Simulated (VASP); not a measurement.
Input of a VASP 6.6.1 run:

Contents of INCAR:

```
SYSTEM = Co
PREC = Accurate
ENCUT = 600
EDIFF = 1E-6
ISMEAR = 0
SIGMA = 0.05
LREAL = .FALSE.
LASPH = .TRUE.
NELM = 200
ALGO = Normal
ISIF = 2
LWAVE = .FALSE.
LCHARG = .FALSE.
ISPIN = 2
MAGMOM = 1.98 1.98
LORBIT = 11
LMAXMIX = 4
GGA = PE
ISYM = 0
NBANDS = 20
GGA_COMPAT = .FALSE.
```

The input KPOINTS:

```
Automatic mesh
0
G
  11 6 11
  0 0 0
```

The input POSCAR:

```
Co
1.0
    0.0000000000      1.8026000000      1.8026000000
    3.6052000000      0.0000000000      3.6052000000
    1.8026000000      1.8026000000      0.0000000000
Co
2
Direct
    0.0000000000      0.0000000000      0.0000000000
    0.0000000000      0.5000000000      0.0000000000
```

Potentials or basis: VASP PAW PBE potentials, release 64 (Co).

Command:

```bash
$ cat potpaw_PBE.64/Co/POTCAR > POTCAR
$ mpirun -np 1 vasp_std > vasp.out
```

Q: Predict the net moment.

A: 3.39 μB per cell.

Q: Estimate the site moments.

A: Co +1.73 μB.

Q: Predict the pressure.

A: -13.2 GPa.

Stress tensor (GPa, compression positive):
```
-13.21  -0.35   0.14
 -0.35 -13.10  -0.35
  0.14  -0.35 -13.21
```

Caveat: the cell stands under tension.
